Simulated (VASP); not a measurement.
# In3GaP4 (P-4m2) in VASP: single point with PBE

Aim: the single point of In3GaP4 with PBE.

Everything below comes from runs of VASP 6.6.1. Logs are shortened: lines on timing, memory, paths and dates and some standing lists are left out, and cuts for length are marked.

## 1. The cell of the first run

It takes space group P-4m2 (No. 115, tetragonal). Conventional cell: a = 4.127 Å, b = 4.127 Å, c = 11.740 Å, α = 90.00°, β = 90.00°, γ = 90.00°. Within 3.4 Å of In (site symmetry 2mm) lie 4 P at 2.56 to 2.57 Å. Within 3.4 Å of In (site symmetry -4m2) lie 4 P at 2.56 Å. Ga (site symmetry -4m2) has 4 P at 2.44 Å within 3.2 Å. P (site symmetry 2mm) has 4 In at 2.56 Å within 3.4 Å. P (site symmetry 2mm) has 2 Ga at 2.44 Å and 2 In at 2.57 Å within 3.2 Å.

## 2. Single point, PBE

INCAR

```
PREC = Accurate
ENCUT = 520
EDIFF = 1E-6
ISMEAR = 0
SIGMA = 0.02
LREAL = F
LASPH = T
NELM = 80
ALGO = Normal
ISIF = 2
LWAVE = F
LCHARG = F
GGA = PE
NBANDS = 46
```

KPOINTS

```
Automatic mesh
0
Gamma
  10 10 4
```

POSCAR

```
In3GaP4
1.0
    4.1268332000      0.0000000000      0.0000000000
    0.0000000000      4.1268332000      0.0000000000
    0.0000000000      0.0000000000     11.7397807000
In Ga P
3 1 4
Direct
    0.0000000000      0.0000000000      0.7408590000
    0.5000000000      0.5000000000      0.0000000000
    0.0000000000      0.0000000000      0.2591410000
    0.5000000000      0.5000000000      0.5000000000
    0.5000000000      0.0000000000      0.8704020000
    0.0000000000      0.5000000000      0.1295980000
    0.5000000000      0.0000000000      0.3895500000
    0.0000000000      0.5000000000      0.6104500000
```

Potentials or basis: VASP PAW PBE potentials, release 64 (In_d, Ga_d, P).

Run with:

```
$ cat potpaw_PBE.64/In_d/POTCAR potpaw_PBE.64/Ga_d/POTCAR potpaw_PBE.64/P/POTCAR > POTCAR
$ mpirun -np 1 vasp_std > vasp.out
```

OUTCAR:

```text
PREC = Accurate
   ENCUT = 520
   EDIFF = 1E-6
   ISMEAR = 0
   LREAL = F
   LASPH = T
   NELM = 80
   ISIF = 2
   GGA = PE

 ion  position               nearest neighbor table
   1  0.000  0.000  0.741-   5 2.56   5 2.56   8 2.57   8 2.57
   2  0.500  0.500  0.000-   5 2.56   6 2.56   5 2.56   6 2.56
   3  0.000  0.000  0.259-   6 2.56   6 2.56   7 2.57   7 2.57
   4  0.500  0.500  0.500-   7 2.44   8 2.44   7 2.44   8 2.44
   5  0.500  0.000  0.870-   1 2.56   1 2.56   2 2.56   2 2.56
   6  0.000  0.500  0.130-   3 2.56   3 2.56   2 2.56   2 2.56
   7  0.500  0.000  0.390-   4 2.44   4 2.44   3 2.57   3 2.57
   8  0.000  0.500  0.610-   4 2.44   4 2.44   1 2.57   1 2.57

  LATTYP: Found a simple tetragonal cell.
 ALAT       =     4.1268332000
 C/A-ratio  =     2.8447432041

  Lattice vectors:

 A1 = (   4.1268332000,   0.0000000000,   0.0000000000)
 A2 = (   0.0000000000,   4.1268332000,   0.0000000000)
 A3 = (   0.0000000000,   0.0000000000,  11.7397807000)

Analysis of symmetry for initial positions (statically):
=====================================================================
 Subroutine PRICEL returns:
 Original cell was already a primitive cell.

 Routine SETGRP: Setting up the symmetry group for a
 simple tetragonal supercell.

 Subroutine GETGRP returns: Found  8 space group operations
 (whereof  8 operations were pure point group operations)
 out of a pool of 16 trial point group operations.

The static configuration has the point symmetry D_2d.

Analysis of symmetry for dynamics (positions and initial velocities):
=====================================================================
 Subroutine PRICEL returns:
 Original cell was already a primitive cell.

 Routine SETGRP: Setting up the symmetry group for a
 simple tetragonal supercell.

 Subroutine GETGRP returns: Found  8 space group operations
 (whereof  8 operations were pure point group operations)
 out of a pool of 16 trial point group operations.

The dynamic configuration has the point symmetry D_2d.

 Subroutine INISYM returns: Found  8 space group operations
 (whereof  8 operations are pure point group operations),
 and found     1 'primitive' translations

----------------------------------------------------------------------------------------

                                     Primitive cell

  volume of cell :     199.9373

  direct lattice vectors                    reciprocal lattice vectors
     4.126833200  0.000000000  0.000000000     0.242316554  0.000000000  0.000000000
     0.000000000  4.126833200  0.000000000     0.000000000  0.242316554  0.000000000
     0.000000000  0.000000000 11.739780700     0.000000000  0.000000000  0.085180467

  length of vectors
     4.126833200  4.126833200 11.739780700     0.242316554  0.242316554  0.085180467

  position of ions in fractional coordinates (direct lattice)
     0.000000000  0.000000000  0.740859000
     0.500000000  0.500000000  0.000000000
     0.000000000  0.000000000  0.259141000
     0.500000000  0.500000000  0.500000000
     0.500000000  0.000000000  0.870402000
     0.000000000  0.500000000  0.129598000
     0.500000000  0.000000000  0.389550000
     0.000000000  0.500000000  0.610450000

  ion indices of the primitive-cell ions
   primitive index   ion index
                 1           1
                 2           2
                 3           3
                 4           4
                 5           5
                 6           6
                 7           7
                 8           8

----------------------------------------------------------------------------------------

 KPOINTS: Automatic mesh

Automatic generation of k-mesh.
 Grid dimensions read from file:
 generate k-points for:   10   10    4

 Generating k-lattice:

  Cartesian coordinates                     Fractional coordinates (reciprocal lattice)
     0.024231655  0.000000000  0.000000000     0.100000000  0.000000000  0.000000000
     0.000000000  0.024231655  0.000000000     0.000000000  0.100000000  0.000000000
     0.000000000  0.000000000  0.021295117     0.000000000  0.000000000  0.250000000

  Length of vectors
     0.024231655  0.024231655  0.021295117

  Shift w.r.t. Gamma in fractional coordinates (k-lattice)
     0.000000000  0.000000000  0.000000000

 Subroutine IBZKPT returns following result:
 ===========================================

 Found     63 irreducible k-points:

 Following reciprocal coordinates:
            Coordinates               Weight
  0.000000  0.000000  0.000000      1.000000
  0.100000  0.000000  0.000000      4.000000
  0.200000  0.000000  0.000000      4.000000
  0.300000  0.000000  0.000000      4.000000
  0.400000  0.000000  0.000000      4.000000
  0.500000  0.000000  0.000000      2.000000
[... 16 lines left out ...]
  0.100000  0.000000  0.250000      8.000000
  0.200000  0.000000  0.250000      8.000000
 [... further k-points ...]
   k-points           NKPTS =     63   k-points in BZ     NKDIM =     63   number of bands    NBANDS=     46
   number of dos      NEDOS =    301   number of ions     NIONS =      8
   total plane-waves  NPLWV =  92160
   dimension x,y,z NGX =    32 NGY =   32 NGZ =   90
   dimension x,y,z NGXF=    64 NGYF=   64 NGZF=  180
   ions per type =               3   1   4
   NGX,Y,Z   is equivalent  to a cutoff of  12.89, 12.89, 12.74 a.u.
   NGXF,Y,Z  is equivalent  to a cutoff of  25.78, 25.78, 25.49 a.u.
 SYSTEM =  unknown system
   PREC   = accura    normal or accurate (medium, high low for compatibility)
   ISTART =      0    job   : 0-new  1-cont  2-samecut
   ICHARG =      2    charge: 1-file 2-atom 10-const
   ISPIN  =      1    spin polarized calculation?
   LNONCOLLINEAR =      F non collinear calculations
   LSORBIT =      F    spin-orbit coupling
   LASPH  =      T    aspherical Exc in radial PAW
   ENCUT  =  520.0 eV  38.22 Ry    6.18 a.u.   7.67  7.67 21.83*2*pi/ulx,y,z
   NELM   =     80;   NELMIN=  2; NELMDL= -5     # of ELM steps
   EDIFF  = 0.1E-05   stopping-criterion for ELM
   LREAL  =      F    real-space projection
   EDIFFG = 0.1E-04   stopping-criterion for IOM
   NSW    =      0    number of steps for IOM
   IBRION =     -1    ionic relax: 0-MD 1-quasi-New 2-CG
   NFREE  =      0    steps in history (QN), initial steepest desc. (CG)
   ISIF   =      2    stress and relaxation
   ISYM   =      2    0-nonsym 1-usesym 2-fastsym
   POTIM  = 0.5000    time-step for ionic-motion
   TEBEG  =    0.0;   TEEND  =   0.0 temperature during run
   PSTRESS=    0.0 pullay stress
   NELECT =      72.0000    total number of electrons
   NUPDOWN=      -1.0000    fix difference up-down
   EMIN   =  10.00;   EMAX   =-10.00  energy-range for DOS
   EFERMI =   0.00;   METHOD = LEGACY
   ISMEAR =     0;   SIGMA  =   0.02  broadening in eV -4-tet -1-fermi 0-gaus
   EFERMI_NEDOS =   21; number of points for ismear=-14 and -15
   IALGO  =     38    algorithm
   IMIX   =      4    mixing-type and parameters
     AMIX     =   0.40;   BMIX     =  1.00
     AMIX_MAG =   1.60;   BMIX_MAG =  1.00
  volume/ion in A,a.u.               =      24.99       168.66
  Fermi-wavevector in a.u.,A,eV,Ry     =   1.164719  2.200999 18.457251  1.356570
  Thomas-Fermi vector in A             =   2.301253
   LORBIT       =      0    0 simple, 1 ext, 2 COOP (PROOUT), +10 PAW based schemes
   GGA     = PE    functional components
   LHFCALC =     F    Hartree Fock is set to
   AEXX    =    0.0000 exact exchange contribution
   IVDW    =     0    specifies the selected vdW correction
   LEPSILON=     F    determine dielectric tensor
   LRPA    =     F    only Hartree local field effects (RPA)
 non-spin polarized calculation
 Gauss-broadening in eV      SIGMA  =   0.02
  energy-cutoff  :      520.00
  volume of cell :      199.94
 maximum number of plane-waves:      5418
 NGX is ok and might be reduce to    32
   NGX = 15   NGY = 15   NGZ = 43

 number of electron      71.9999968 magnetization

 Free energy of the ion-electron system (eV)
  ---------------------------------------------------
  ext. energy  EPLUGINS =         0.00000000
  ---------------------------------------------------
  free energy    TOTEN  =       -34.20070005 eV

  energy without entropy =      -34.20070005  energy(sigma->0) =      -34.20070005

 E-fermi :   4.7713     XC(G=0):  -9.2164

 val. band max:        4.6598412826   @ k =   0.0000   0.0000   0.0000
 cond. band min:       5.2220465634   @ k =   0.0000   0.0000   0.0000
 fundamental gap:      0.5622052808
 Fermi energy:         4.7712893076

 k-point     1 :       0.0000    0.0000    0.0000
  band No.  band energies     occupation
      1      -9.9674      2.00000
      2      -9.9165      2.00000
      3      -9.9165      2.00000
      4      -9.8875      2.00000
      5      -9.8358      2.00000
      6      -9.6205      2.00000
[... 38 lines left out ...]
     45       8.6878      0.00000
     46       8.7142      0.00000

 k-point     2 :       0.1000    0.0000    0.0000
  band No.  band energies     occupation
      1      -9.9658      2.00000
      2      -9.9190      2.00000
      3      -9.9163      2.00000
      4      -9.8864      2.00000
      5      -9.8365      2.00000
      6      -9.6163      2.00000
[... 38 lines left out ...]
     45       8.7563      0.00000
     46       8.9757      0.00000

 k-point     3 :       0.2000    0.0000    0.0000
  band No.  band energies     occupation
      1      -9.9622      2.00000
      2      -9.9251      2.00000
      3      -9.9160      2.00000
      4      -9.8833      2.00000
      5      -9.8386      2.00000
      6      -9.6064      2.00000
[... 38 lines left out ...]
     45       8.9558      0.00000
     46       9.5422      0.00000

 k-point     4 :       0.3000    0.0000    0.0000
  band No.  band energies     occupation
      1      -9.9593      2.00000
      2      -9.9314      2.00000
      3      -9.9155      2.00000
      4      -9.8794      2.00000
      5      -9.8410      2.00000
      6      -9.5961      2.00000
[... 920 lines left out ...]
     45       8.8869      0.00000
     46       8.8869      0.00000

 k-point    23 :       0.1000    0.0000    0.2500
  band No.  band energies     occupation
      1      -9.9658      2.00000
      2      -9.9190      2.00000
      3      -9.9163      2.00000
      4      -9.8864      2.00000
      5      -9.8365      2.00000
      6      -9.6180      2.00000
[... 38 lines left out ...]
     45       8.9152      0.00000
     46       8.9338      0.00000

 k-point    24 :       0.2000    0.0000    0.2500
  band No.  band energies     occupation
      1      -9.9622      2.00000
      2      -9.9251      2.00000
      3      -9.9160      2.00000
      4      -9.8833      2.00000
      5      -9.8386      2.00000
      6      -9.6075      2.00000
[... 38 lines left out ...]
     45       9.0693      0.00000
     46       9.4635      0.00000

 [... further k-points ...]
[... 5 lines left out ...]
  --------------------------------------------------------------------------------------
  -------------------------------------------------------------------------------------
  Total       -0.0519217     -0.0519217     -0.0319064      0.0000000      0.0000000      0.0000000
  in kB       -0.4160696     -0.4160696     -0.2556790      0.0000000      0.0000000      0.0000000
  external PRESSURE =      -0.3626061 kB  Pullay stress =       0.0000000 kB

 VOLUME and BASIS-vectors are now :
 -----------------------------------------------------------------------------
  energy-cutoff  :      520.00
  volume of cell :      199.94
      direct lattice vectors                 reciprocal lattice vectors
     4.126833200  0.000000000  0.000000000     0.242316554  0.000000000  0.000000000
     0.000000000  4.126833200  0.000000000     0.000000000  0.242316554  0.000000000
     0.000000000  0.000000000 11.739780700     0.000000000  0.000000000  0.085180467

 POSITION                                       TOTAL-FORCE (eV/Angst)
 -----------------------------------------------------------------------------------
      0.00000      0.00000      8.69752        -0.000000      0.000000      0.001185
      2.06342      2.06342      0.00000         0.000000     -0.000000      0.000000
      0.00000      0.00000      3.04226        -0.000000      0.000000     -0.001185
      2.06342      2.06342      5.86989         0.000000     -0.000000      0.000000
      2.06342      0.00000     10.21833         0.000000      0.000000     -0.000957
      0.00000      2.06342      1.52145         0.000000      0.000000      0.000957
      2.06342      0.00000      4.57323         0.000000      0.000000     -0.005892
      0.00000      2.06342      7.16655         0.000000      0.000000      0.005892
 -----------------------------------------------------------------------------------
    total drift:                                0.000000     -0.000000     -0.000000

  FREE ENERGIE OF THE ION-ELECTRON SYSTEM (eV)
  ---------------------------------------------------
  free  energy   TOTEN  =       -34.2007000527 eV

  energy  without entropy=      -34.2007000527  energy(sigma->0) =      -34.20070005
```

Wall time 15 min (1 thread of Intel Xeon 8259CL, shared host); peak memory 0.61 GiB.

Results:

| Property | Result |
| --- | --- |
| Free energy | -34.2007 eV |
| Pressure | 0.0 GPa |
| Largest force | 0.006 eV/Å |
| Band gap on the k mesh | 0.56 eV, direct |

Forces in eV/Å, atoms in the order of the input:
```
In   0.000  0.000  0.001
In   0.000  0.000  0.000
In   0.000  0.000 -0.001
Ga   0.000  0.000  0.000
P    0.000  0.000 -0.001
P    0.000  0.000  0.001
P    0.000  0.000 -0.006
P    0.000  0.000  0.006
```

Caveat: spin-orbit coupling is left out, which moves the levels of the heavy elements.
